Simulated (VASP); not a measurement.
# La (Pm-3n) in VASP: further runs

The runs below take La through single point, with r2SCAN.

Everything below comes from runs of VASP 6.6.1. Logs are shortened: lines on timing, memory, paths and dates and some standing lists are left out, and cuts for length are marked.

## (1) The cell of the first run

The structure is cubic, space group Pm-3n (No. 223). The conventional cell has a = 6.656 Å, b = 6.656 Å, c = 6.656 Å, α = 90.00°, β = 90.00°, γ = 90.00°. Within 4.9 Å of La (site symmetry m-3) lie 12 La at 3.72 Å. La (site symmetry -4m2) has 14 La at 3.33 to 4.08 Å within 4.4 Å.

## (2) Single point, r2SCAN

POSCAR

```
La
1.0
    6.6560436810      0.0000000000      0.0000000000
    0.0000000000      6.6560436810      0.0000000000
    0.0000000000      0.0000000000      6.6560436810
La
8
Direct
    0.0000000000      1.0000000000      1.0000000000
    0.5000000000      0.5000000000      0.5000000000
    0.2500000000      1.0000000000      0.5000000000
    0.7500000000      0.0000000000      0.5000000000
    0.5000000000      0.2500000000      1.0000000000
    0.5000000000      0.7500000000      1.0000000000
    1.0000000000      0.5000000000      0.2500000000
    1.0000000000      0.5000000000      0.7500000000
```

INCAR.step1

```
PREC = Accurate
ENCUT = 520
ISMEAR = -1
SIGMA = 0.1
LREAL = F
LASPH = T
NELM = 60
NBANDS = 54
GGA = PE
ALGO = Normal
EDIFF = 1E-4
LWAVE = T
LCHARG = F
```

INCAR.step2

```
PREC = Accurate
ENCUT = 520
EDIFF = 1E-6
ISMEAR = -1
SIGMA = 0.1
LREAL = F
LASPH = T
NELM = 60
ALGO = Normal
ISIF = 2
LWAVE = F
LCHARG = F
METAGGA = R2SCAN
LMIXTAU = T
NBANDS = 54
ISTART = 1
```

KPOINTS

```
Automatic mesh
0
Gamma
  4 4 4
```

Potentials or basis: VASP PAW PBE potentials, release 64 (La).

Run with:

```
$ cat potpaw_PBE.64/La/POTCAR > POTCAR
$ cp INCAR.step1 INCAR
$ mpirun -np 1 vasp_std > vasp.out
$ cp INCAR.step2 INCAR
$ mpirun -np 1 vasp_std > vasp.out
```

OUTCAR:

```text
PREC = Accurate
   ENCUT = 520
   EDIFF = 1E-6
   ISMEAR = -1
   LREAL = F
   LASPH = T
   NELM = 60
   ISIF = 2
   METAGGA = R2SCAN
   ISTART = 1

 ion  position               nearest neighbor table
   1  0.000  0.000  0.000-
   2  0.500  0.500  0.500-
   3  0.250  0.000  0.500-   4 3.33   4 3.33
   4  0.750  0.000  0.500-   3 3.33   3 3.33
   5  0.500  0.250  0.000-   6 3.33   6 3.33
   6  0.500  0.750  0.000-   5 3.33   5 3.33
   7  0.000  0.500  0.250-   8 3.33   8 3.33
   8  0.000  0.500  0.750-   7 3.33   7 3.33

  LATTYP: Found a simple cubic cell.
 ALAT       =     6.6560436810

  Lattice vectors:

 A1 = (   6.6560436810,   0.0000000000,   0.0000000000)
 A2 = (   0.0000000000,   6.6560436810,   0.0000000000)
 A3 = (   0.0000000000,   0.0000000000,   6.6560436810)

Analysis of symmetry for initial positions (statically):
=====================================================================
 Subroutine PRICEL returns:
 Original cell was already a primitive cell.

 Routine SETGRP: Setting up the symmetry group for a
 simple cubic supercell.

 Subroutine GETGRP returns: Found 48 space group operations
 (whereof 24 operations were pure point group operations)
 out of a pool of 48 trial point group operations.

The static configuration has the point symmetry T_h .
 The point group associated with its full space group is O_h .

Analysis of symmetry for dynamics (positions and initial velocities):
=====================================================================
 Subroutine PRICEL returns:
 Original cell was already a primitive cell.

 Routine SETGRP: Setting up the symmetry group for a
 simple cubic supercell.

 Subroutine GETGRP returns: Found 48 space group operations
 (whereof 24 operations were pure point group operations)
 out of a pool of 48 trial point group operations.

The dynamic configuration has the point symmetry T_h .
 The point group associated with its full space group is O_h .

 Subroutine INISYM returns: Found 48 space group operations
 (whereof 24 operations are pure point group operations),
 and found     1 'primitive' translations

----------------------------------------------------------------------------------------

                                     Primitive cell

  volume of cell :     294.8822

  direct lattice vectors                    reciprocal lattice vectors
     6.656043681  0.000000000  0.000000000     0.150239399  0.000000000  0.000000000
     0.000000000  6.656043681  0.000000000     0.000000000  0.150239399  0.000000000
     0.000000000  0.000000000  6.656043681     0.000000000  0.000000000  0.150239399

  length of vectors
     6.656043681  6.656043681  6.656043681     0.150239399  0.150239399  0.150239399

  position of ions in fractional coordinates (direct lattice)
     0.000000000  0.000000000  0.000000000
     0.500000000  0.500000000  0.500000000
     0.250000000  0.000000000  0.500000000
     0.750000000  0.000000000  0.500000000
     0.500000000  0.250000000  0.000000000
     0.500000000  0.750000000  0.000000000
     0.000000000  0.500000000  0.250000000
     0.000000000  0.500000000  0.750000000

  ion indices of the primitive-cell ions
   primitive index   ion index
                 1           1
                 2           2
                 3           3
                 4           4
                 5           5
                 6           6
                 7           7
                 8           8

----------------------------------------------------------------------------------------

 KPOINTS: Automatic mesh

Automatic generation of k-mesh.
 Grid dimensions read from file:
 generate k-points for:    4    4    4

 Generating k-lattice:

  Cartesian coordinates                     Fractional coordinates (reciprocal lattice)
     0.037559850  0.000000000  0.000000000     0.250000000  0.000000000  0.000000000
     0.000000000  0.037559850  0.000000000     0.000000000  0.250000000  0.000000000
     0.000000000  0.000000000  0.037559850     0.000000000  0.000000000  0.250000000

  Length of vectors
     0.037559850  0.037559850  0.037559850

  Shift w.r.t. Gamma in fractional coordinates (k-lattice)
     0.000000000  0.000000000  0.000000000

 Subroutine IBZKPT returns following result:
 ===========================================

 Found     10 irreducible k-points:

 Following reciprocal coordinates:
            Coordinates               Weight
  0.000000  0.000000  0.000000      1.000000
  0.250000  0.000000  0.000000      6.000000
  0.500000  0.000000  0.000000      3.000000
  0.250000  0.250000  0.000000     12.000000
  0.500000  0.250000  0.000000     12.000000
  0.500000  0.500000  0.000000      3.000000
  0.250000  0.250000  0.250000      8.000000
  0.500000  0.250000  0.250000     12.000000
  0.500000  0.500000  0.250000      6.000000
  0.500000  0.500000  0.500000      1.000000
   k-points           NKPTS =     10   k-points in BZ     NKDIM =     10   number of bands    NBANDS=     54
   number of dos      NEDOS =    301   number of ions     NIONS =      8
   total plane-waves  NPLWV = 125000
   dimension x,y,z NGX =    50 NGY =   50 NGZ =   50
   dimension x,y,z NGXF=   100 NGYF=  100 NGZF=  100
   ions per type =               8
   NGX,Y,Z   is equivalent  to a cutoff of  12.49, 12.49, 12.49 a.u.
   NGXF,Y,Z  is equivalent  to a cutoff of  24.98, 24.98, 24.98 a.u.
 SYSTEM =  unknown system
   PREC   = accura    normal or accurate (medium, high low for compatibility)
   ISTART =      1    job   : 0-new  1-cont  2-samecut
   ICHARG =      0    charge: 1-file 2-atom 10-const
   ISPIN  =      1    spin polarized calculation?
   LNONCOLLINEAR =      F non collinear calculations
   LSORBIT =      F    spin-orbit coupling
   LASPH  =      T    aspherical Exc in radial PAW
   ENCUT  =  520.0 eV  38.22 Ry    6.18 a.u.  12.38 12.38 12.38*2*pi/ulx,y,z
   NELM   =     60;   NELMIN=  2; NELMDL=  0     # of ELM steps
   EDIFF  = 0.1E-05   stopping-criterion for ELM
   LREAL  =      F    real-space projection
   EDIFFG = 0.1E-04   stopping-criterion for IOM
   NSW    =      0    number of steps for IOM
   IBRION =     -1    ionic relax: 0-MD 1-quasi-New 2-CG
   NFREE  =      0    steps in history (QN), initial steepest desc. (CG)
   ISIF   =      2    stress and relaxation
   ISYM   =      2    0-nonsym 1-usesym 2-fastsym
   POTIM  = 0.5000    time-step for ionic-motion
   TEBEG  =    0.0;   TEEND  =   0.0 temperature during run
   PSTRESS=    0.0 pullay stress
   NELECT =      88.0000    total number of electrons
   NUPDOWN=      -1.0000    fix difference up-down
   EMIN   =  10.00;   EMAX   =-10.00  energy-range for DOS
   EFERMI =   0.00;   METHOD = LEGACY
   ISMEAR =    -1;   SIGMA  =   0.10  broadening in eV -4-tet -1-fermi 0-gaus
   EFERMI_NEDOS =   21; number of points for ismear=-14 and -15
   IALGO  =     38    algorithm
   IMIX   =      4    mixing-type and parameters
     AMIX     =   0.40;   BMIX     =  1.00
     AMIX_MAG =   1.60;   BMIX_MAG =  1.00
  volume/ion in A,a.u.               =      36.86       248.75
  Fermi-wavevector in a.u.,A,eV,Ry     =   1.094006  2.067371 16.284110  1.196848
  Thomas-Fermi vector in A             =   2.230302
   LORBIT       =      0    0 simple, 1 ext, 2 COOP (PROOUT), +10 PAW based schemes
   METAGGA = R2SCAN    functional components
   LHFCALC =     F    Hartree Fock is set to
   AEXX    =    0.0000 exact exchange contribution
   IVDW    =     0    specifies the selected vdW correction
   LEPSILON=     F    determine dielectric tensor
   LRPA    =     F    only Hartree local field effects (RPA)
 non-spin polarized calculation
  energy-cutoff  :      520.00
  volume of cell :      294.88
 maximum number of plane-waves:      8025
 NGX is ok and might be reduce to    50
   NGX = 25   NGY = 25   NGZ = 25

 number of electron      87.9999974 magnetization

 Free energy of the ion-electron system (eV)
  ---------------------------------------------------
  ext. energy  EPLUGINS =         0.00000000
  ---------------------------------------------------
  free energy    TOTEN  =      -237.12146053 eV

  energy without entropy =     -236.64838239  energy(sigma->0) =     -236.88492146

 E-fermi :   7.9993     XC(G=0): -10.2524

 val. band max:        7.9547189457   @ k =   0.5000   0.2500   0.2500
 cond. band min:       8.0291135881   @ k =   0.2500   0.2500   0.0000
 fundamental gap:      0.0743946424
 Fermi energy:         7.9992566230

 k-point     1 :       0.0000    0.0000    0.0000
  band No.  band energies     occupation
      1     -26.0246      2.00000
      2     -25.8677      2.00000
      3     -25.8677      2.00000
      4     -25.7992      2.00000
      5     -25.7210      2.00000
      6     -25.6466      2.00000
[... 46 lines left out ...]
     53       9.1604      0.00002
     54       9.1605      0.00002

 k-point     2 :       0.2500    0.0000    0.0000
  band No.  band energies     occupation
      1     -25.9972      2.00000
      2     -25.8813      2.00000
      3     -25.8447      2.00000
      4     -25.8017      2.00000
      5     -25.7293      2.00000
      6     -25.6762      2.00000
[... 46 lines left out ...]
     53       9.2278      0.00001
     54       9.3910      0.00000

 k-point     3 :       0.5000    0.0000    0.0000
  band No.  band energies     occupation
      1     -25.9343      2.00000
      2     -25.9343      2.00000
      3     -25.8041      2.00000
      4     -25.8041      2.00000
      5     -25.7286      2.00000
      6     -25.7286      2.00000
[... 46 lines left out ...]
     53       9.2069      0.00001
     54       9.2069      0.00001
[... 286 lines left out ...]
 k-point     9 :       0.5000    0.5000    0.2500
  band No.  band energies     occupation
      1     -25.8604      2.00000
      2     -25.8277      2.00000
      3     -25.8277      2.00000
      4     -25.7937      2.00000
      5     -25.7536      2.00000
      6     -25.7454      2.00000
[... 46 lines left out ...]
     53       9.3242      0.00000
     54       9.3373      0.00000

 k-point    10 :       0.5000    0.5000    0.5000
  band No.  band energies     occupation
      1     -25.7999      2.00000
      2     -25.7999      2.00000
      3     -25.7737      2.00000
      4     -25.7737      2.00000
      5     -25.7737      2.00000
      6     -25.7737      2.00000
[... 46 lines left out ...]
     53       9.4336      0.00000
     54       9.4336      0.00000

------------------------ aborting loop because EDIFF is reached ----------------------------------------

  FORCE on cell =-STRESS in cart. coord.  units (eV):
  Direction    XX          YY          ZZ          XY          YZ          ZX
  --------------------------------------------------------------------------------------
  -------------------------------------------------------------------------------------
  Total        0.0874455      0.0874455      0.0874455      0.0000000     -0.0000000     -0.0000000
  in kB        0.4751159      0.4751159      0.4751159      0.0000000     -0.0000000     -0.0000000
  external PRESSURE =       0.4751159 kB  Pullay stress =       0.0000000 kB

 VOLUME and BASIS-vectors are now :
 -----------------------------------------------------------------------------
  energy-cutoff  :      520.00
  volume of cell :      294.88
      direct lattice vectors                 reciprocal lattice vectors
     6.656043681  0.000000000  0.000000000     0.150239399  0.000000000  0.000000000
     0.000000000  6.656043681  0.000000000     0.000000000  0.150239399  0.000000000
     0.000000000  0.000000000  6.656043681     0.000000000  0.000000000  0.150239399

 POSITION                                       TOTAL-FORCE (eV/Angst)
 -----------------------------------------------------------------------------------
      0.00000      0.00000      0.00000         0.000000      0.000000      0.000000
      3.32802      3.32802      3.32802         0.000000      0.000000      0.000000
      1.66401      0.00000      3.32802        -0.000000     -0.000000      0.000000
      4.99203      0.00000      3.32802         0.000000      0.000000     -0.000000
      3.32802      1.66401      0.00000         0.000000      0.000000     -0.000000
      3.32802      4.99203      0.00000         0.000000     -0.000000     -0.000000
      0.00000      3.32802      1.66401         0.000000     -0.000000      0.000000
      0.00000      3.32802      4.99203         0.000000      0.000000      0.000000
 -----------------------------------------------------------------------------------
    total drift:                               -0.000000     -0.000000      0.000000

  FREE ENERGIE OF THE ION-ELECTRON SYSTEM (eV)
  ---------------------------------------------------
  free  energy   TOTEN  =      -237.1214605296 eV

  energy  without entropy=     -236.6483823865  energy(sigma->0) =     -236.88492146
```

Wall time 44 min (1 thread of AMD EPYC 7R13, shared host); peak memory 0.42 GiB.

What came out:

```
Free energy            : -237.1215 eV
Pressure               : 0.0 GPa
Band gap on the k mesh : zero (bands 44 and 45 overlap by 0.13 eV)
```

Caveat: the PAW data sets were made with another functional, which shifts forces and pressure a little; spin-orbit coupling is left out, which moves the levels of the heavy elements.

## (3) Single point, r2SCAN

POSCAR is that of step 2.

INCAR.step1

```
PREC     = Accurate       # precision mode
ENCUT    = 520            # plane-wave cutoff, eV
ISMEAR   = -1             # smearing method
SIGMA    = 0.1            # smearing width, eV
LREAL    = F              # projectors in reciprocal space
LASPH    = T              # aspherical terms in the spheres
NELM     = 80             # most SCF steps
NBANDS   = 54             # bands
GGA      = PE             # functional
ALGO     = Normal         # electronic algorithm
EDIFF    = 1E-4           # SCF threshold, eV
LWAVE    = T              # write WAVECAR
LCHARG   = F              # write CHGCAR
```

INCAR.step2

```
PREC     = Accurate       # precision mode
ENCUT    = 520            # plane-wave cutoff, eV
EDIFF    = 1E-6           # SCF threshold, eV
ISMEAR   = -1             # smearing method
SIGMA    = 0.1            # smearing width, eV
LREAL    = F              # projectors in reciprocal space
LASPH    = T              # aspherical terms in the spheres
NELM     = 80             # most SCF steps
ALGO     = Normal         # electronic algorithm
ISIF     = 2              # what is computed and relaxed
LWAVE    = F              # write WAVECAR
LCHARG   = F              # write CHGCAR
METAGGA  = R2SCAN         # meta-GGA
LMIXTAU  = T            
NBANDS   = 54             # bands
ISTART   = 1
```

KPOINTS

```
regular mesh
0
Gamma
  5 5 5
```

Potentials or basis: VASP PAW PBE potentials, release 64 (La).

Run with:

```
$ cat potpaw_PBE.64/La/POTCAR > POTCAR
$ cp INCAR.step1 INCAR
$ mpirun -np 1 vasp_std > vasp.out
$ cp INCAR.step2 INCAR
$ mpirun -np 1 vasp_std > vasp.out
```

Wall time 27 min (1 thread of AMD EPYC 7R13, shared host); peak memory 0.42 GiB.

It converged, with:

```
Free energy            : -237.0920 eV
Pressure               : 0.0 GPa
Band gap on the k mesh : zero (bands 44 and 45 overlap by 0.01 eV)
```

Levels at points of the mesh, in eV from the Fermi level:
| k point | band 40 | band 41 | band 42 | band 43 | band 44 | band 45 | band 46 | band 47 | band 48 | band 49 |
| --- | --- | --- | --- | --- | --- | --- | --- | --- | --- | --- |
| (0.00, 0.00, 0.00) | -0.43 | -0.43 | -0.43 | -0.25 | -0.18 | 0.27 | 0.27 | 0.27 | 0.69 | 0.69 |

Caveat: the PAW data sets were made with another functional, which shifts forces and pressure a little; spin-orbit coupling is left out, which moves the levels of the heavy elements.

The gap in the log of VASP goes by the Fermi energy; the results here count the filled bands.